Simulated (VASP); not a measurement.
## CoSi2: single point with PBEsol

CoSi2:

```xyz
3
Lattice="0.0000 2.6825 2.6020 2.6825 0.0000 2.6020 2.6825 2.6825 0.0000" Properties=species:S:1:pos:R:3 pbc="T T T"
Co    0.0000    0.0000    0.0000
Si    1.3413    1.3413    1.3010
Si    4.0237    4.0237    3.9030
```

This cell differs from its parent crystal: zz strain of -3 %.

```
Program             : VASP 6.6.1
Task                : single point
Functional          : PBEsol
Potentials or basis : VASP PAW PBE potentials, release 64 (Co, Si)
Cutoff              : 520 eV
k mesh              : 11 × 11 × 11
Occupations         : fermi-dirac, width 0.05 eV
Spin                : collinear spin, ferromagnetic start
Starting moments    : [2.0, 0.0, 0.0] μB
```

```
Pressure                                              : 0.3 GPa
Net moment                                            : 0.00 μB per cell
Valence electrons inside the program's atomic spheres : Co 8.94; Si 1.60
```

Stress tensor (GPa, compression positive):
```
-0.87  0.00  0.00
 0.00 -0.87  0.00
 0.00  0.00  2.69
```

Levels at points of the mesh, in eV from the Fermi level:
Spin up:
```csv
k point,band 5,band 6,band 7,band 8,band 9,band 10,band 11,band 12,band 13,band 14
"(0.00, 0.00, 0.00)",-2.05,-1.91,1.06,3.26,3.34,3.34,3.66,3.68,3.68,5.42
```
Spin down:
```csv
k point,band 7,band 8,band 9,band 10,band 11,band 12
"(0.00, 0.00, 0.00)",1.06,3.26,3.34,3.34,3.66,3.68
```

Run time: 6.6 min on 1 thread of AMD EPYC 7R13, on a shared host, peak memory 0.25 GiB.

Caveat: the cell differs from its parent crystal (zz strain of -3 %); the starting moments collapsed, and a magnetic state may lie lower; the PAW data sets were made with another functional, which shifts forces and pressure a little.
